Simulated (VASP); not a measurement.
Sr: single point with r2SCAN

Crystal: Sr.

```
Sr
1.0
    -2.61900    2.61900    2.52200
     2.61900   -2.61900    2.52200
     2.61900    2.61900   -2.52200
Sr
1
Direct
  0.00000 0.00000 0.00000
```

This cell differs from its parent crystal: strain +0.080 along x and y, +0.040 along z.

```json
{
 "Program": "VASP 6.6.1",
 "Task": "single point",
 "Functional": "r2SCAN",
 "Potentials or basis": "VASP PAW PBE potentials, release 64 (Sr_sv)",
 "Cutoff": "520 eV",
 "k mesh": "14 × 14 × 14",
 "Occupations": "gaussian, width 0.15 eV",
 "Spin": "no spin polarisation"
}
```

```
Pressure               : -1.7 GPa
Band gap on the k mesh : zero (bands 5 and 6 overlap by 0.38 eV)
```

Levels at points of the mesh, in eV from the Fermi level:
| k point | band 3 | band 4 | band 5 | band 6 | band 7 | band 8 |
| --- | --- | --- | --- | --- | --- | --- |
| (0.00, 0.00, 0.00) | -19.80 | -19.80 | -3.48 | 2.32 | 2.51 | 2.51 |
| (0.50, 0.00, 0.00) | -19.83 | -19.80 | -0.80 | -0.07 | 1.36 | 3.40 |
| (0.50, 0.50, 0.00) | -19.83 | -19.80 | -0.89 | -0.16 | 1.57 | 3.22 |
| (0.50, 0.50, 0.50) | -19.87 | -19.86 | 0.16 | 0.22 | 2.87 | 2.87 |

It took 4.7 min on 1 thread of Intel(R) Xeon(R) 6975P-C (Granite Rapids), with other jobs on the host, peak memory 0.35 GiB.

Caveat: the cell differs from its parent crystal (strain +0.080 along x and y, +0.040 along z); the PAW data sets were made with another functional, which shifts forces and pressure a little.
